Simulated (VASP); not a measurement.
Wanted: the native input for a VASP 6.6.1 run.

* Task: single point
* Functional: PBE
* Potentials or basis: VASP PAW PBE potentials, release 64 (Ti_sv, Co)
* Cutoff: 520 eV
* k mesh: 16 × 16 × 16
* Occupations: gaussian, width 0.1 eV
* Spin: collinear spin, ferromagnetic start
* Starting moments: [0.0, 0.3] μB
* Dipole correction: no
* Further INCAR settings: ALGO = Normal; EDIFF = 1e-07; NBANDS = 22

The structure of TiCo lies in POSCAR:

```
TiCo
1.0
    2.7036832815      0.0000000000      0.0000000000
    0.0000000000      2.7036832815      0.0000000000
    0.0000000000      0.0000000000      2.7036832815
Ti Co
1 1
Direct
    0.0000000000      0.0000000000      0.0000000000
    0.5000000000      0.5000000000      0.5000000000
```

The input as run:

INCAR

```
SYSTEM = TiCo
  PREC = Accurate
  ENCUT = 520
  EDIFF = 1E-7
  ISMEAR = 0
  SIGMA = 0.1
  LREAL = .FALSE.
  LASPH = .TRUE.
  NELM = 150
  ALGO = Normal
  ISIF = 2
  LWAVE = .FALSE.
  LCHARG = .TRUE.
  ISPIN = 2
  MAGMOM = 0 0.3
  LORBIT = 11
  LMAXMIX = 4
  GGA = PE
  LELF = .TRUE.
  LVHAR = .TRUE.
  NBANDS = 22
```

KPOINTS

```
regular mesh
0
G
  16 16 16
  0 0 0
```

Potentials or basis: VASP PAW PBE potentials, release 64 (Ti_sv, Co).

Launch:

```sh
$ cat potpaw_PBE.64/Ti_sv/POTCAR potpaw_PBE.64/Co/POTCAR > POTCAR
$ mpirun -np 1 vasp_std > vasp.out
```

Results of the run:

| Item | Value |
| --- | --- |
| Pressure | 88.6 GPa |
| Net moment | 0.00 μB per cell |
| Valence electrons inside the program's atomic spheres | Ti 10.87; Co 8.92 |

Wall time 66 s on 1 thread of Intel(R) Xeon(R) 6975P-C (Granite Rapids), with other jobs on the host, peak memory 0.22 GiB.
